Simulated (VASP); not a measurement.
Input of a VASP 6.6.1 run:

Contents of INCAR:

```
SYSTEM = NiSb
PREC = Accurate
ENCUT = 520
EDIFF = 1E-6
ISMEAR = -1
SIGMA = 0.05
LREAL = .False.
LASPH = .True.
NELM = 150
ALGO = Normal
ISIF = 2
LWAVE = .False.
LCHARG = .False.
ISPIN = 2
MAGMOM = 0 0 1 1
LORBIT = 11
LMAXMIX = 4
NBANDS = 27
```

The input KPOINTS:

```
regular mesh
0
Gamma
  6 6 4
  0 0 0
```

The input POSCAR:

```
NiSb
1.0
    3.7348656317      0.0000000000      0.0000000000
   -1.8674328159      3.2344885168      0.0000000000
    0.0000000000      0.0000000000      4.8694469879
Sb Ni
2 2
Direct
    0.6666666667      0.3333333333      0.7500000000
    0.3333333333      0.6666666667      0.2500000000
    0.0000000000      0.0000000000      0.5000000000
    0.0000000000      0.0000000000      0.0000000000
```

Potentials or basis: VASP PAW LDA potentials, release 64 (Sb, Ni).

Launch:

```sh
$ cat potpaw_LDA.64/Sb/POTCAR potpaw_LDA.64/Ni/POTCAR > POTCAR
$ mpirun -np 1 vasp_std > vasp.out
```

Q: Estimate the band gap on the k mesh.

A: Zero (filled and empty bands overlap).

Q: What does it give for the pressure?

A: 20.5 GPa.

Q: Predict the net moment.

A: 0.00 μB per cell.

Stress tensor (GPa, compression positive):
```
20.44  0.00  0.00
 0.00 20.44  0.00
 0.00  0.00 20.60
```

Caveat: spin-orbit coupling is left out, which moves the levels of the heavy elements.
